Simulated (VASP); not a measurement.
## BaTiO3: electric field gradients with PBE

The system is BaTiO3.

```
Ba Ti O
1.0
     4.02629    0.00000    0.00000
     0.00000    4.02629    0.00000
     0.00000    0.00000    4.04461
Ba Ti O
1 1 3
Direct
  0.00000 0.00000 0.00000
  0.50000 0.50000 0.50000
  0.50000 0.50000 0.00000
  0.50000 0.00000 0.50000
  0.00000 0.50000 0.50000
```

This cell differs from its parent crystal: volume scaled by 1.02.

```
Program                : VASP 6.6.1
Task                   : electric field gradients
Functional             : PBE
Potentials or basis    : VASP PAW PBE potentials, release 64 (Ba_sv, Ti_sv, O)
Cutoff                 : 520 eV
k mesh                 : 7 × 7 × 7
Occupations            : fermi-dirac, width 0.03 eV
Spin                   : no spin polarisation
Dipole correction      : no
Further INCAR settings : ALGO = Normal; EDIFF = 1e-08; NBANDS = 28
```

- Pressure: 0.1 GPa
- Band gap on the k mesh: 1.76 eV, indirect (least direct gap 1.86 eV)

Stress tensor (GPa, compression positive):
```
 0.36  0.00  0.00
 0.00  0.36  0.00
 0.00  0.00 -0.44
```

Levels at points of the mesh, in eV from the valence-band top:
```csv
k point,band 16,band 17,band 18,band 19,band 20,band 21,band 22,band 23,band 24,band 25
"(0.00, 0.00, 0.00)",-0.99,-0.99,-0.11,-0.11,-0.11,1.76,1.76,1.76,3.79,3.83
```

Electric field gradients, principal values (V/Å²):
| atom | least | middle | greatest (by size) |
| --- | --- | --- | --- |
| 1 Ba | -0.372 | -0.372 | 0.744 |
| 2 Ti | -1.903 | -1.903 | 3.806 |
| 3 O | -14.088 | -14.088 | 28.175 |
| 4 O | -12.295 | -13.806 | 26.101 |
| 5 O | -12.295 | -13.806 | 26.101 |

Wall time 48 s on 1 thread of Intel(R) Xeon(R) 6975P-C (Granite Rapids), on a shared host, peak memory 0.22 GiB.

Caveat: without QUAD_EFG the Cq values of the log hold for a quadrupole moment of 1 mb, not for the nuclei; spin-orbit coupling is left out, which moves the levels of the heavy elements. A k mesh can miss the band edges.
